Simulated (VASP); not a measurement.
Write the native input for VASP 6.6.1 that does the following.

* Task: single point
* Functional: LDA
* Potentials or basis: VASP PAW LDA potentials, release 64 (Al, N)
* Cutoff: 520 eV
* k mesh: 9 × 9 × 6
* Occupations: gaussian, width 0.05 eV
* Spin: no spin polarisation
* Dipole correction: no
* Further INCAR settings: ALGO = Normal; EDIFF = 1e-06; NBANDS = 16

The structure of AlN lies in POSCAR:

```
AlN
1.0
    3.0113999106      0.0000000000      0.0000000000
   -1.5056999553      2.6079488235      0.0000000000
    0.0000000000      0.0000000000      4.8199946833
Al N
2 2
Direct
    0.3147813304      0.6666666667      0.0015210182
    0.6852186696      0.3333333333      0.5015210182
    0.3498904753      0.6666666667      0.3834789818
    0.6501095247      0.3333333333      0.8834789818
```

The input as run:

INCAR

```
SYSTEM = AlN
PREC = Accurate
ENCUT = 520
EDIFF = 1E-6
ISMEAR = 0
SIGMA = 0.05
LREAL = .FALSE.
LASPH = .TRUE.
NELM = 80
ALGO = Normal
ISIF = 2
LWAVE = .FALSE.
LCHARG = .TRUE.
LELF = .TRUE.
LVHAR = .TRUE.
NBANDS = 16
```

KPOINTS

```
regular mesh
0
G
  9 9 6
  0 0 0
```

Potentials or basis: VASP PAW LDA potentials, release 64 (Al, N).

Launch:

```bash
$ cat potpaw_LDA.64/Al/POTCAR potpaw_LDA.64/N/POTCAR > POTCAR
$ mpirun -np 1 vasp_std > vasp.out
```

It gave:

```
Pressure               : 19.4 GPa
Largest force          : 0.333 eV/Å
Band gap on the k mesh : 4.89 eV, indirect (least direct gap 5.08 eV)
```

Wall time 33 s on 1 thread of Intel(R) Xeon(R) 6975P-C (Granite Rapids) (shared host), peak memory 0.19 GiB.
